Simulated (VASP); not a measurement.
## PbS: single point with r2SCAN0

The system is PbS.

```
Pb S
1.0
     4.08970    0.00000    0.00000
    -2.04485    3.54178    0.00000
     0.00000    0.00000    3.78817
Pb S
1 1
Direct
  0.00000 0.00000 0.00000
  0.66667 0.33333 0.50000
```

* Program: VASP 6.6.1
* Task: single point
* Functional: r2SCAN0
* Potentials or basis: VASP PAW PBE potentials, release 64 (Pb_d, S)
* Cutoff: 520 eV
* k mesh: 4 × 4 × 4
* Occupations: fermi-dirac, width 0.05 eV
* Spin: no spin polarisation

The pressure is -1.7 GPa and the band gap on the k mesh is 1.41 eV (least direct gap 2.25 eV).

Stress tensor (GPa, compression positive):
```
-1.78  0.00  0.00
 0.00 -1.78  0.00
 0.00  0.00 -1.40
```

Levels at points of the mesh, in eV from the valence-band top:
```csv
k point,band 7,band 8,band 9,band 10,band 11,band 12,band 13,band 14
"(0.00, 0.00, 0.00)",-7.10,-2.70,-2.15,-2.15,4.93,4.93,6.87,8.39
"(0.50, 0.00, 0.00)",-9.54,-3.27,-1.95,-1.58,3.20,5.42,6.98,7.04
"(0.00, 0.00, 0.50)",-10.13,-1.49,-1.49,0.00,2.25,5.39,5.39,10.02
"(0.50, 0.00, 0.50)",-8.23,-4.80,-4.68,-1.86,3.47,4.15,4.25,10.20
```

It took 18 min on 1 thread of Intel Xeon 8259CL (shared host), peak memory 0.19 GiB.

Caveat: the k points lie up to 0.44 Å⁻¹ apart; the PAW data sets were made with another functional, which shifts forces and pressure a little; spin-orbit coupling is left out, which moves the levels of the heavy elements. A k mesh can miss the band edges.
